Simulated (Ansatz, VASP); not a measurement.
# BaTiO3: VASP beside Ansatz

```
Ba Ti O
1.0
     2.84005    1.63971    2.33143
    -2.84005    1.63971    2.33143
     0.00000   -3.27941    2.33143
Ba Ti O
1 1 3
Direct
  0.00993 0.00993 0.00993
  0.51625 0.51625 0.51625
  0.48975 0.48975 0.98016
  0.48975 0.98016 0.48975
  0.98016 0.48975 0.48975
```

Change from the starting cell: all Ba atoms moved -0.050 Å, as atom 1 towards its neighbour atom 2 (Ti) at 3.403 Å.

Alike in both runs: task single point; functional r2SCAN; k mesh 6 × 6 × 6; occupations gaussian, width 0.05 eV; no spin polarisation.

|  | VASP | Ansatz |
| --- | --- | --- |
| version | VASP 6.6.1 | Ansatz 0.2.0 |
| potentials or method | VASP PAW PBE potentials, release 64 (Ba_sv, Ti_sv, O), cutoff 520 eV | scalar-relativistic, plane waves, PAW |
| valence electrons in the cell | 40 | 40 |

Ansatz gave:

* gap on the k mesh at the Fermi level (eV): 2.87
* least direct gap on the mesh (eV): 3.30
* pressure (GPa): 0.2
* traceless stress, the component that is largest in VASP (GPa): 0.14
* rms of the force components (eV/Å): 0.096

Problem. What did VASP give for the same quantities?

Solution. gap on the k mesh at the Fermi level (eV): 2.85; least direct gap on the mesh (eV): 3.32; pressure (GPa): 2.1; traceless stress, the component that is largest in VASP (GPa): 0.07; rms of the force components (eV/Å): 0.118.

VASP's potentials were made for PBE, not for r2SCAN. Atom by atom the forces differ by 0.065 eV/Å (rms over components). With one functional, cell and mesh, what is left measures potentials, basis and numerics.

Neither program's run includes spin-orbit coupling.
